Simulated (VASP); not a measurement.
Here is a VASP 6.6.1 calculation.

INCAR

```
  AGGAC = 1.0
  AGGAX = 1.0
  ALDAC = 0.0
  ALDAX = 1.0
  ALGO = Normal
  EDIFF = 1E-6
  ENCUT = 520
  GGA = B5
  ISIF = 2
  ISMEAR = -1
  LASPH = T
  LCHARG = F
  LREAL = F
  LWAVE = F
  NBANDS = 15
  NELM = 80
  PREC = Accurate
  SIGMA = 0.1
```

KPOINTS

```
k-points
0
Gamma
  21 21 12
```

File POSCAR:

```
Os
1.0
    2.7979514778      0.0000000000      0.0000000000
   -1.3989757389      2.4230970584      0.0000000000
    0.0000000000      0.0000000000      4.3983000374
Os
2
Direct
    0.3333333333      0.6666666667      0.2500000000
    0.6666666667      0.3333333333      0.7500000000
```

Potentials or basis: VASP PAW PBE potentials, release 64 (Os).

The run is started by

```bash
$ cat potpaw_PBE.64/Os/POTCAR > POTCAR
$ mpirun -np 1 vasp_std > vasp.out
```

Q: Predict the band gap on the k mesh.

A: Zero (bands 8 and 9 overlap by 3.51 eV).

Q: Predict the pressure.

A: 2.6 GPa.

Stress tensor (GPa, compression positive):
```
2.32 0.00 0.00
0.00 2.32 0.00
0.00 0.00 3.27
```

Caveat: the PAW data sets were made with another functional, which shifts forces and pressure a little; spin-orbit coupling is left out, which moves the levels of the heavy elements.
